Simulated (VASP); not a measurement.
# BaTiO3 (Barioperovskite) (Amm2) in VASP: further runs

Aim: see how the results for BaTiO3 (Barioperovskite) move with the level of theory and the settings. Levels: PBE, r2SCAN. Tasks: single point.

All numbers are computed with VASP 6.6.1; they aren't measurements. Logs are shortened: lines on timing, memory, paths and dates and some standing lists are left out, and cuts for length are marked.

## Step 1: The cell of the first run

It takes space group Amm2 (No. 38, orthorhombic). Conventional cell: a = 3.972 Å, b = 5.781 Å, c = 5.832 Å, α = 90.00°, β = 90.00°, γ = 90.00°. Ba (site symmetry mm2) has 12 O at 2.77 to 3.06 Å and 8 Ti at 3.45 to 3.61 Å within 3.7 Å. Ti (site symmetry mm2) has 6 O at 1.85 to 2.27 Å within 2.4 Å. O (site symmetry m) has 2 Ti at 1.85 to 2.27 Å within 2.4 Å. O (site symmetry mm2) has 2 Ti at 2.00 Å within 2.7 Å.

## Step 2: Single point, PBE

INCAR

```
PREC = Accurate
ENCUT = 520
EDIFF = 1E-6
ISMEAR = -1
SIGMA = 0.05
LREAL = False
LASPH = True
NELM = 100
ALGO = Normal
ISIF = 2
LWAVE = False
LCHARG = True
GGA = PE
LELF = True
LVHAR = True
NBANDS = 28
```

KPOINTS

```
regular mesh
0
Gamma
  7 7 7
```

POSCAR

```
BaTiO3
1.0
    3.9723006936      0.0000000000      0.0000000000
    0.0000000000      2.8904776442      2.9161221297
    0.0000000000     -2.8904776442      2.9161221297
Ba Ti O
1 1 3
Direct
    0.0000000000      0.0118194825      0.0118194825
    0.5000000000      0.5279237305      0.5279237305
    0.5000000000      0.9764774925      0.4933052379
    0.5000000000      0.4933052379      0.9764774925
    0.0000000000      0.4873540565      0.4873540565
```

Potentials or basis: VASP PAW PBE potentials, release 64 (Ba_sv, Ti_sv, O).

Launch:

```sh
> cat potpaw_PBE.64/Ba_sv/POTCAR potpaw_PBE.64/Ti_sv/POTCAR potpaw_PBE.64/O/POTCAR > POTCAR
> mpirun -np 1 vasp_std > vasp.out
```

OUTCAR:

```text
PREC = Accurate
   ENCUT = 520
   EDIFF = 1E-6
   ISMEAR = -1
   LREAL = False
   LASPH = True
   NELM = 100
   ISIF = 2
   GGA = PE

 ion  position               nearest neighbor table
   1  0.000  0.012  0.012-   5 2.77   4 2.81   3 2.81   3 2.81   4 2.81   5 2.89   5 2.89   4 2.92
                             3 2.92   3 2.92   4 2.92   5 3.06   2 3.45   2 3.45   2 3.51   2 3.51
   2  0.500  0.528  0.528-   3 1.85   4 1.85   5 2.00   5 2.00   3 2.27   4 2.27   1 3.45   1 3.45
                             1 3.51   1 3.51   1 3.51   1 3.51   1 3.61   1 3.61
   3  0.500  0.976  0.493-   2 1.85   2 2.27   1 2.81   1 2.81   1 2.92   1 2.92
   4  0.500  0.493  0.976-   2 1.85   2 2.27   1 2.81   1 2.81   1 2.92   1 2.92
   5  0.000  0.487  0.487-   2 2.00   2 2.00   1 2.77   1 2.89   1 2.89   1 3.06

  LATTYP: Found a base centered orthorhombic cell.
 ALAT       =     5.7809552884
 B/A-ratio  =     1.0088720581
 C/A-ratio  =     0.6871356887

  Lattice vectors:

 A1 = (   0.0000000000,   2.8904776442,  -2.9161221297)
 A2 = (   0.0000000000,   2.8904776442,   2.9161221297)
 A3 = (   3.9723006936,   0.0000000000,   0.0000000000)

Analysis of symmetry for initial positions (statically):
=====================================================================
 Subroutine PRICEL returns:
 Original cell was already a primitive cell.

 Routine SETGRP: Setting up the symmetry group for a
 base centered orthorhombic supercell.

 Subroutine GETGRP returns: Found  4 space group operations
 (whereof  4 operations were pure point group operations)
 out of a pool of  8 trial point group operations.

The static configuration has the point symmetry C_2v.

Analysis of symmetry for dynamics (positions and initial velocities):
=====================================================================
 Subroutine PRICEL returns:
 Original cell was already a primitive cell.

 Routine SETGRP: Setting up the symmetry group for a
 base centered orthorhombic supercell.

 Subroutine GETGRP returns: Found  4 space group operations
 (whereof  4 operations were pure point group operations)
 out of a pool of  8 trial point group operations.

The dynamic configuration has the point symmetry C_2v.

 Subroutine INISYM returns: Found  4 space group operations
 (whereof  4 operations are pure point group operations),
 and found     1 'primitive' translations

[... 100 lines left out ...]
   EDIFF  = 0.1E-05   stopping-criterion for ELM
   LREAL  =      F    real-space projection
   EDIFFG = 0.1E-04   stopping-criterion for IOM
   NSW    =      0    number of steps for IOM
   IBRION =     -1    ionic relax: 0-MD 1-quasi-New 2-CG
   NFREE  =      0    steps in history (QN), initial steepest desc. (CG)
   ISIF   =      2    stress and relaxation
   ISYM   =      2    0-nonsym 1-usesym 2-fastsym
   POTIM  = 0.5000    time-step for ionic-motion
   TEBEG  =    0.0;   TEEND  =   0.0 temperature during run
   PSTRESS=    0.0 pullay stress
   NELECT =      40.0000    total number of electrons
   NUPDOWN=      -1.0000    fix difference up-down
   EMIN   =  10.00;   EMAX   =-10.00  energy-range for DOS
   EFERMI =   0.00;   METHOD = LEGACY
   ISMEAR =    -1;   SIGMA  =   0.05  broadening in eV -4-tet -1-fermi 0-gaus
   EFERMI_NEDOS =   21; number of points for ismear=-14 and -15
   IALGO  =     38    algorithm
   IMIX   =      4    mixing-type and parameters
     AMIX     =   0.40;   BMIX     =  1.00
     AMIX_MAG =   1.60;   BMIX_MAG =  1.00
  volume/ion in A,a.u.               =      13.39        90.38
  Fermi-wavevector in a.u.,A,eV,Ry     =   1.378729  2.605421 25.863241  1.900895
  Thomas-Fermi vector in A             =   2.503764
   LORBIT       =      0    0 simple, 1 ext, 2 COOP (PROOUT), +10 PAW based schemes
   GGA     = PE    functional components
   LHFCALC =     F    Hartree Fock is set to
   AEXX    =    0.0000 exact exchange contribution
   IVDW    =     0    specifies the selected vdW correction
   LEPSILON=     F    determine dielectric tensor
   LRPA    =     F    only Hartree local field effects (RPA)
 non-spin polarized calculation
  energy-cutoff  :      520.00
  volume of cell :       66.96
 maximum number of plane-waves:      1819
 NGX is ok and might be reduce to    30
   NGX = 15   NGY = 15   NGZ = 15

 number of electron      39.9999986 magnetization

 Free energy of the ion-electron system (eV)
  ---------------------------------------------------
  ext. energy  EPLUGINS =         0.00000000
  ---------------------------------------------------
  free energy    TOTEN  =       -40.05256956 eV

  energy without entropy =      -40.05256956  energy(sigma->0) =      -40.05256956

 E-fermi :   4.6474     XC(G=0): -11.0026

 val. band max:        3.4196189178   @ k =   0.4286   0.4286   0.4286
 cond. band min:       5.8499533710   @ k =   0.0000   0.0000   0.0000
 fundamental gap:      2.4303344532
 Fermi energy:         4.6473631304

 k-point     1 :       0.0000    0.0000    0.0000
  band No.  band energies     occupation
      1     -52.8737      2.00000
      2     -29.1560      2.00000
      3     -29.1545      2.00000
      4     -29.0701      2.00000
      5     -21.4814      2.00000
      6     -13.2828      2.00000
[... 733 lines left out ...]
     27      11.5774      0.00000
     28      11.7379      0.00000

 [... further k-points ...]

------------------------ aborting loop because EDIFF is reached ----------------------------------------

  FORCE on cell =-STRESS in cart. coord.  units (eV):
  Direction    XX          YY          ZZ          XY          YZ          ZX
  --------------------------------------------------------------------------------------
  -------------------------------------------------------------------------------------
  Total        0.6383952      0.6850208      0.6496385      0.0000000      0.0000000      0.0000000
  in kB       15.2739983     16.3895460     15.5430018      0.0000000      0.0000000      0.0000000
  external PRESSURE =      15.7355154 kB  Pullay stress =       0.0000000 kB

 VOLUME and BASIS-vectors are now :
 -----------------------------------------------------------------------------
  energy-cutoff  :      520.00
  volume of cell :       66.96
      direct lattice vectors                 reciprocal lattice vectors
     3.972300694  0.000000000  0.000000000     0.251743279  0.000000000  0.000000000
     0.000000000  2.890477644  2.916122130     0.000000000  0.172981791  0.171460583
     0.000000000 -2.890477644  2.916122130     0.000000000 -0.172981791  0.171460583

 POSITION                                       TOTAL-FORCE (eV/Angst)
 -----------------------------------------------------------------------------------
      0.00000      0.00000      0.06893         0.000000      0.000000     -0.049653
      1.98615      0.00000      3.07898         0.000000      0.000000     -0.089013
      1.98615      1.39660      4.28607         0.000000      0.035599      0.058340
      1.98615     -1.39660      4.28607         0.000000     -0.035599      0.058340
      0.00000      0.00000      2.84237         0.000000      0.000000      0.021986
 -----------------------------------------------------------------------------------
    total drift:                                0.000000      0.000000      0.000100

  FREE ENERGIE OF THE ION-ELECTRON SYSTEM (eV)
  ---------------------------------------------------
  free  energy   TOTEN  =       -40.0525695576 eV

  energy  without entropy=      -40.0525695576  energy(sigma->0) =      -40.05256956
```

Wall time 54 s (1 thread of Intel Xeon 6975P-C (Granite Rapids), shared host); peak memory 0.26 GiB.

What came out:

```yaml
Free_energy: -40.0526 eV
Pressure: 1.6 GPa
Largest_force: 0.089 eV/Å
Band_gap_on_the_k_mesh: 2.43 eV, indirect (least direct gap 2.89 eV)
```

Forces on the atoms (eV/Å):
```
Ba   0.000  0.000 -0.050
Ti   0.000  0.000 -0.089
O    0.000  0.036  0.058
O    0.000 -0.036  0.058
O    0.000  0.000  0.022
```

Stress tensor (GPa, compression positive):
```
1.53 0.00 0.00
0.00 1.64 0.00
0.00 0.00 1.55
```

Caveat: spin-orbit coupling is left out, which moves the levels of the heavy elements. A hybrid or GW would open this gap; PBE tends to underestimate it.

## Step 3: Single point, r2SCAN

This run uses another cell than the first one, of 13.02 Å³/atom, 0.972 times its volume.

POSCAR

```
BaTiO3
1.0
    3.9632862629      0.0000000000      0.0000000000
    0.0000000000      2.8577671792      2.8743146417
    0.0000000000     -2.8577671792      2.8743146417
Ba Ti O
1 1 3
Direct
    0.0000000000      0.0084292070      0.0084292070
    0.5000000000      0.5239174236      0.5239174236
    0.5000000000      0.9801215302      0.4940355480
    0.5000000000      0.4940355480      0.9801215302
    0.0000000000      0.4903762912      0.4903762912
```

INCAR.step1

```
SYSTEM = BaTiO3
ALGO = Normal
EDIFF = 1E-4
ENCUT = 520
GGA = PE
ISMEAR = -1
LASPH = .TRUE.
LCHARG = .FALSE.
LREAL = .FALSE.
LWAVE = .TRUE.
NBANDS = 28
NELM = 100
PREC = Accurate
SIGMA = 0.05
```

INCAR.step2

```
SYSTEM = BaTiO3
ALGO = Normal
EDIFF = 1E-6
ENCUT = 520
ISIF = 2
ISMEAR = -1
ISTART = 1
LASPH = .TRUE.
LCHARG = .TRUE.
LELF = .TRUE.
LMIXTAU = .TRUE.
LREAL = .FALSE.
LVHAR = .TRUE.
LWAVE = .FALSE.
METAGGA = R2SCAN
NBANDS = 28
NELM = 100
PREC = Accurate
SIGMA = 0.05
```

KPOINTS

```
k-points
0
G
  7 7 7
  0 0 0
```

Potentials or basis: VASP PAW PBE potentials, release 64 (Ba_sv, Ti_sv, O).

Launch:

```sh
> cat potpaw_PBE.64/Ba_sv/POTCAR potpaw_PBE.64/Ti_sv/POTCAR potpaw_PBE.64/O/POTCAR > POTCAR
> cp INCAR.step1 INCAR
> mpirun -np 1 vasp_std > vasp.out
> cp INCAR.step2 INCAR
> mpirun -np 1 vasp_std > vasp.out
```

It took 4.3 min on 1 thread of AMD EPYC 7R13 (Zen 3), shared host; peak memory 0.22 GiB.

It converged, with:

```yaml
Free_energy: -74.2665 eV
Pressure: 1.9 GPa
Largest_force: 0.170 eV/Å
Band_gap_on_the_k_mesh: 2.72 eV, indirect (least direct gap 3.11 eV)
```

Forces on the atoms (eV/Å):
```
Ba   0.000  0.000 -0.034
Ti   0.000  0.000 -0.170
O    0.000  0.081  0.094
O    0.000 -0.081  0.094
O    0.000  0.000  0.016
```

Stress tensor (GPa, compression positive):
```
1.86 0.00 0.00
0.00 2.04 0.00
0.00 0.00 1.88
```

Levels at points of the mesh, in eV from the valence-band top:
| k point | band 18 | band 19 | band 20 | band 21 | band 22 | band 23 |
| --- | --- | --- | --- | --- | --- | --- |
| (0.00, 0.00, 0.00) | -0.49 | -0.46 | -0.39 | 2.72 | 2.94 | 3.02 |

Caveat: the PAW data sets were made with another functional, which shifts forces and pressure a little; spin-orbit coupling is left out, which moves the levels of the heavy elements. A k mesh can miss the band edges.
